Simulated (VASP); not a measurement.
# MoS2 (P-3m1) in VASP: further runs, part 2 of 2

VASP 6.6.1. Earlier steps stand in the parts before.

## 3. Single point, PBEsol

This run uses another cell than the first one, of 17.97 Å³/atom, 1.029 times its volume.

Input file INCAR:

```
SYSTEM = MoS2
  PREC = Accurate
  ENCUT = 520
  EDIFF = 1E-7
  ISMEAR = 1
  SIGMA = 0.1
  LREAL = .False.
  LASPH = .True.
  NELM = 80
  ALGO = Normal
  ISIF = 2
  LWAVE = .False.
  LCHARG = .False.
  GGA = PS
  NBANDS = 20
```

Input file KPOINTS:

```
Automatic mesh
0
Gamma
  10 10 5
  0 0 0
```

Input file POSCAR:

```
MoS2
1.0
    3.1690364643      0.0000000000      0.0000000000
   -1.5845177412      2.7444654161      0.0000000000
    0.0000000000      0.0000000000      6.1981949043
Mo S
1 2
Direct
    0.0000000000      0.0000000000      0.5000000000
    0.3333333333      0.6666666667      0.2553190000
    0.6666666667      0.3333333333      0.7446810000
```

Potentials or basis: VASP PAW PBE potentials, release 64 (Mo_sv, S).

Started as:

```
cat potpaw_PBE.64/Mo_sv/POTCAR potpaw_PBE.64/S/POTCAR > POTCAR
mpirun -np 1 vasp_std > vasp.out
```

OUTCAR:

```text
SYSTEM = MoS2
   PREC = Accurate
   ENCUT = 520
   EDIFF = 1E-7
   ISMEAR = 1
   LREAL = .False.
   LASPH = .True.
   NELM = 80
   ISIF = 2
   GGA = PS

 ion  position               nearest neighbor table
   1  0.000  0.000  0.500-   2 2.38   3 2.38   3 2.38   2 2.38   3 2.38   2 2.38
   2  0.333  0.667  0.255-   1 2.38   1 2.38   1 2.38
   3  0.667  0.333  0.745-   1 2.38   1 2.38   1 2.38

  LATTYP: Found a hexagonal cell.
 ALAT       =     3.1690364643
 C/A-ratio  =     1.9558610240

  Lattice vectors:

 A1 = (   3.1690364643,   0.0000000000,   0.0000000000)
 A2 = (  -1.5845177412,   2.7444654161,   0.0000000000)
 A3 = (   0.0000000000,   0.0000000000,   6.1981949043)

Analysis of symmetry for initial positions (statically):
=====================================================================
 Subroutine PRICEL returns:
 Original cell was already a primitive cell.

 Routine SETGRP: Setting up the symmetry group for a
 hexagonal supercell.

 Subroutine GETGRP returns: Found 12 space group operations
 (whereof 12 operations were pure point group operations)
 out of a pool of 24 trial point group operations.

The static configuration has the point symmetry D_3d.

Analysis of symmetry for dynamics (positions and initial velocities):
=====================================================================
 Subroutine PRICEL returns:
 Original cell was already a primitive cell.

 Routine SETGRP: Setting up the symmetry group for a
 hexagonal supercell.

 Subroutine GETGRP returns: Found 12 space group operations
 (whereof 12 operations were pure point group operations)
 out of a pool of 24 trial point group operations.

The dynamic configuration has the point symmetry D_3d.

 Subroutine INISYM returns: Found 12 space group operations
 (whereof 12 operations are pure point group operations),
 and found     1 'primitive' translations

[... 109 lines left out ...]
   EMIN   =  10.00;   EMAX   =-10.00  energy-range for DOS
   EFERMI =   0.00;   METHOD = LEGACY
   ISMEAR =     1;   SIGMA  =   0.10  broadening in eV -4-tet -1-fermi 0-gaus
   EFERMI_NEDOS =   21; number of points for ismear=-14 and -15
   IALGO  =     38    algorithm
   IMIX   =      4    mixing-type and parameters
     AMIX     =   0.40;   BMIX     =  1.00
     AMIX_MAG =   1.60;   BMIX_MAG =  1.00
  volume/ion in A,a.u.               =      17.97       121.26
  Fermi-wavevector in a.u.,A,eV,Ry     =   1.283855  2.426134 22.426250  1.648283
  Thomas-Fermi vector in A             =   2.416083
   LORBIT       =      0    0 simple, 1 ext, 2 COOP (PROOUT), +10 PAW based schemes
   GGA     = PS    functional components
   LHFCALC =     F    Hartree Fock is set to
   AEXX    =    0.0000 exact exchange contribution
   IVDW    =     0    specifies the selected vdW correction
   LEPSILON=     F    determine dielectric tensor
   LRPA    =     F    only Hartree local field effects (RPA)
 non-spin polarized calculation
 Methfessel and Paxton  Order N= 1 SIGMA  =   0.10
  energy-cutoff  :      520.00
  volume of cell :       53.91
 maximum number of plane-waves:      1476
   NGX = 11   NGY = 11   NGZ = 23

 number of electron      25.9999998 magnetization

 Free energy of the ion-electron system (eV)
  ---------------------------------------------------
  ext. energy  EPLUGINS =         0.00000000
  ---------------------------------------------------
  free energy    TOTEN  =       -22.56306726 eV

  energy without entropy =      -22.56469870  energy(sigma->0) =      -22.56361108

 E-fermi :   7.6497     XC(G=0): -10.8925

 val. band max:        7.5541728898   @ k =   0.2000   0.2000   0.4000
 cond. band min:       7.6887268509   @ k =   0.1000   0.0000   0.2000
 fundamental gap:      0.1345539611
 Fermi energy:         7.6497495539

 k-point     1 :       0.0000    0.0000    0.0000
  band No.  band energies     occupation
      1     -54.1311      2.00000
      2     -28.2496      2.00000
      3     -28.1602      2.00000
      4     -28.1602      2.00000
      5      -7.6527      2.00000
      6      -6.0180      2.00000
[... 541 lines left out ...]
     19      14.1301      0.00000
     20      15.3093      0.00000

 [... further k-points ...]
[... 5 lines left out ...]
  --------------------------------------------------------------------------------------
  -------------------------------------------------------------------------------------
  Total        0.9074629      0.9074625      2.6988903      0.0000002      0.0000000     -0.0000000
  in kB       26.9705159     26.9705028     80.2131537      0.0000048      0.0000000     -0.0000000
  external PRESSURE =      44.7180575 kB  Pullay stress =       0.0000000 kB

 VOLUME and BASIS-vectors are now :
 -----------------------------------------------------------------------------
  energy-cutoff  :      520.00
  volume of cell :       53.91
      direct lattice vectors                 reciprocal lattice vectors
     3.169036464  0.000000000  0.000000000     0.315553327  0.182184786  0.000000000
    -1.584517741  2.744465416  0.000000000     0.000000000  0.364369685  0.000000000
     0.000000000  0.000000000  6.198194904     0.000000000  0.000000000  0.161337295

 POSITION                                       TOTAL-FORCE (eV/Angst)
 -----------------------------------------------------------------------------------
      0.00000      0.00000      3.09910        -0.000000      0.000000      0.000000
      0.00000      1.82964      1.58252        -0.000000     -0.000000     -0.959020
      1.58452      0.91482      4.61568         0.000000     -0.000000      0.959020
 -----------------------------------------------------------------------------------
    total drift:                                0.000000      0.000000      0.000000

  FREE ENERGIE OF THE ION-ELECTRON SYSTEM (eV)
  ---------------------------------------------------
  free  energy   TOTEN  =       -22.5630672625 eV

  energy  without entropy=      -22.5646987019  energy(sigma->0) =      -22.56361108
```

It took 64 s on 1 thread of Intel Xeon 8259CL, shared host; peak memory 0.2 GiB.

Results:

```
Free energy            : -22.5631 eV
Pressure               : 4.5 GPa
Largest force          : 0.959 eV/Å
Band gap on the k mesh : zero (band 13 reaches 7.97 eV, above the bottom of band 14 at 7.21 eV)
```

Forces on the atoms (eV/Å):
```
Mo   0.000  0.000  0.000
S    0.000  0.000 -0.959
S    0.000  0.000  0.959
```

Levels at points of the mesh, in eV from the Fermi level:
| k point | band 11 | band 12 | band 13 | band 14 | band 15 | band 16 |
| --- | --- | --- | --- | --- | --- | --- |
| (0.00, 0.00, 0.00) | -1.34 | -1.17 | -1.17 | -0.37 | -0.37 | 3.33 |
| (0.50, 0.00, 0.00) | -3.44 | -1.95 | -1.92 | 0.93 | 1.73 | 3.80 |

Caveat: the PAW data sets were made with another functional, which shifts forces and pressure a little; this functional lacks dispersion, which binds the layers, so the pressure and a relaxed spacing across them are unreliable.

## 4. Single point, PBEsol

This run uses another cell than the first one, of 18.48 Å³/atom, 1.058 times its volume.

Input file INCAR:

```
SYSTEM = MoS2
  PREC = Accurate
  ENCUT = 520
  EDIFF = 1E-6
  ISMEAR = 1
  SIGMA = 0.1
  LREAL = .FALSE.
  LASPH = .TRUE.
  NELM = 60
  ALGO = Normal
  ISIF = 2
  LWAVE = .FALSE.
  LCHARG = .FALSE.
  GGA = PS
  NBANDS = 20
```

Input file KPOINTS:

```
regular mesh
0
G
  10 10 5
  0 0 0
```

Input file POSCAR:

```
MoS2
1.0
    3.1985175662      0.0000000000      0.0000000000
   -1.5992582876      2.7699967931      0.0000000000
    0.0000000000      0.0000000000      6.2558558425
Mo S
1 2
Direct
    0.0000000000      0.0000000000      0.5000000000
    0.3333333333      0.6666666667      0.2553190000
    0.6666666667      0.3333333333      0.7446810000
```

Potentials or basis: VASP PAW PBE potentials, release 64 (Mo_sv, S).

Started as:

```
cat potpaw_PBE.64/Mo_sv/POTCAR potpaw_PBE.64/S/POTCAR > POTCAR
mpirun -np 1 vasp_std > vasp.out
```

OUTCAR:

```text
SYSTEM = MoS2
   PREC = Accurate
   ENCUT = 520
   EDIFF = 1E-6
   ISMEAR = 1
   LREAL = .FALSE.
   LASPH = .TRUE.
   NELM = 60
   ISIF = 2
   GGA = PS

 ion  position               nearest neighbor table
   1  0.000  0.000  0.500-   2 2.40   3 2.40   3 2.40   2 2.40   3 2.40   2 2.40
   2  0.333  0.667  0.255-   1 2.40   1 2.40   1 2.40
   3  0.667  0.333  0.745-   1 2.40   1 2.40   1 2.40

  LATTYP: Found a hexagonal cell.
 ALAT       =     3.1985175662
 C/A-ratio  =     1.9558610241

  Lattice vectors:

[... 194 lines left out ...]
      6      -6.2781      2.00000
[... 541 lines left out ...]
     19      13.6516      0.00000
     20      14.8936      0.00000

 [... further k-points ...]
[... 5 lines left out ...]
  --------------------------------------------------------------------------------------
  -------------------------------------------------------------------------------------
  Total       -0.4537885     -0.4537882      1.1701601     -0.0000001      0.0000000      0.0000000
  in kB      -13.1174464    -13.1174400     33.8252584     -0.0000023      0.0000000      0.0000000
  external PRESSURE =       2.5301240 kB  Pullay stress =       0.0000000 kB

 VOLUME and BASIS-vectors are now :
 -----------------------------------------------------------------------------
  energy-cutoff  :      520.00
  volume of cell :       55.43
      direct lattice vectors                 reciprocal lattice vectors
     3.198517566  0.000000000  0.000000000     0.312644836  0.180505568  0.000000000
    -1.599258288  2.769996793  0.000000000     0.000000000  0.361011248  0.000000000
     0.000000000  0.000000000  6.255855842     0.000000000  0.000000000  0.159850231

 POSITION                                       TOTAL-FORCE (eV/Angst)
 -----------------------------------------------------------------------------------
      0.00000      0.00000      3.12793        -0.000000      0.000000      0.000000
      0.00000      1.84666      1.59724         0.000000      0.000000     -0.467271
      1.59926      0.92333      4.65862         0.000000     -0.000000      0.467271
 -----------------------------------------------------------------------------------
    total drift:                                0.000000      0.000000      0.000000

  FREE ENERGIE OF THE ION-ELECTRON SYSTEM (eV)
  ---------------------------------------------------
  free  energy   TOTEN  =       -22.5856245768 eV

  energy  without entropy=      -22.5871594113  energy(sigma->0) =      -22.58613619
```

stdout:

```text
POSCAR found type information on POSCAR MoS
 POSCAR found :  2 types and       3 ions
 scaLAPACK will be used
 -----------------------------------------------------------------------------
|                                                                             |
|                                                                             |
|     You enforced a specific xc type in the INCAR file but a different       |
|     I HOPE YOU KNOW WHAT YOU ARE DOING!                                     |
|                                                                             |
 -----------------------------------------------------------------------------

 LDA part: xc-table for (Slater+PW92), standard interpolation
 POSCAR, INCAR and KPOINTS ok, starting setup
 FFT: planning ... GRIDC
 FFT: planning ... GRID_SOFT
 FFT: planning ... GRID
 WAVECAR not read
 entering main loop
```

It took 64 s on 1 thread of Intel Xeon 8259CL, shared host; peak memory 0.21 GiB.

Results:

```
Free energy            : -22.5856 eV
Pressure               : 0.3 GPa
Largest force          : 0.467 eV/Å
Band gap on the k mesh : zero (band 13 reaches 7.60 eV, above the bottom of band 14 at 6.83 eV)
```

Forces on the atoms (eV/Å):
```
Mo   0.000  0.000  0.000
S    0.000  0.000 -0.467
S    0.000  0.000  0.467
```

Stress tensor (GPa, compression positive):
```
-1.31  0.00  0.00
 0.00 -1.31  0.00
 0.00  0.00  3.38
```

Caveat: the PAW data sets were made with another functional, which shifts forces and pressure a little; this functional lacks dispersion, which binds the layers, so the pressure and a relaxed spacing across them are unreliable.

## 5. Overview

| cell | gap on the mesh (eV) | pressure (GPa) | largest force (eV/Å) |
| --- | --- | --- | --- |
| a = 3.139, b = 3.139, c = 6.139 Å, angles 90.0, 90.0, 120.0°, 3 atoms | none | 9.4 | 1.50 |
| a = 3.169, b = 3.169, c = 6.198 Å, angles 90.0, 90.0, 120.0°, 3 atoms | none | 4.5 | 0.96 |
| a = 3.199, b = 3.199, c = 6.256 Å, angles 90.0, 90.0, 120.0°, 3 atoms | none | 0.3 | 0.47 |

Alike in all rows: task single point; level PBEsol; potentials or basis VASP PAW PBE potentials, release 64 (Mo_sv, S); no spin polarisation; k mesh 10 × 10 × 5; cutoff (eV) 520; smearing methfessel-paxton 0.1 eV.

Caveats: the PAW data sets were made with another functional, which shifts forces and pressure a little; this functional lacks dispersion, which binds the layers, so the pressure and a relaxed spacing across them are unreliable.

Total energies depend on the potentials used, so only differences within one code and one set of settings carry meaning.
